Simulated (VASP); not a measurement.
Wanted: the native input for a VASP 6.6.1 run.

| Property | Result |
| --- | --- |
| Task | single point |
| Functional | LDA |
| Potentials or basis | VASP PAW LDA potentials, release 64 (Ca_sv, O) |
| Cutoff | 520 eV |
| k mesh | 10 × 10 × 10 |
| Occupations | fermi-dirac, width 0.05 eV |
| Spin | no spin polarisation |
| Dipole correction | no |
| Further INCAR settings | ALGO = Normal; EDIFF = 1e-07; NBANDS = 15 |

The structure of CaO lies in POSCAR:

```
CaO
1.0
    0.0000000000      2.3541334505      2.3541334505
    2.3541334505      0.0000000000      2.3541334505
    2.3541334505      2.3541334505      0.0000000000
Ca O
1 1
Direct
    0.0000000000      0.0000000000      0.0000000000
    0.5000000000      0.5000000000      0.5000000000
```

These files were run (other wordings do the same):

INCAR

```
PREC = Accurate
ENCUT = 520
EDIFF = 1E-7
ISMEAR = -1
SIGMA = 0.05
LREAL = F
LASPH = T
NELM = 100
ALGO = Normal
ISIF = 2
LWAVE = F
LCHARG = F
NBANDS = 15
```

KPOINTS

```
regular mesh
0
Gamma
  10 10 10
```

Potentials or basis: VASP PAW LDA potentials, release 64 (Ca_sv, O).

The run is started by

```console
$ cat potpaw_LDA.64/Ca_sv/POTCAR potpaw_LDA.64/O/POTCAR > POTCAR
$ mpirun -np 1 vasp_std > vasp.out
```

It gave:

```json
{"Pressure": "1.0 GPa", "Band gap on the k mesh": "3.42 eV, indirect (least direct gap 3.78 eV)"}
```

It took 14 s on 1 thread of Intel(R) Xeon(R) 6975P-C (Granite Rapids), with other jobs on the host, peak memory 0.15 GiB.
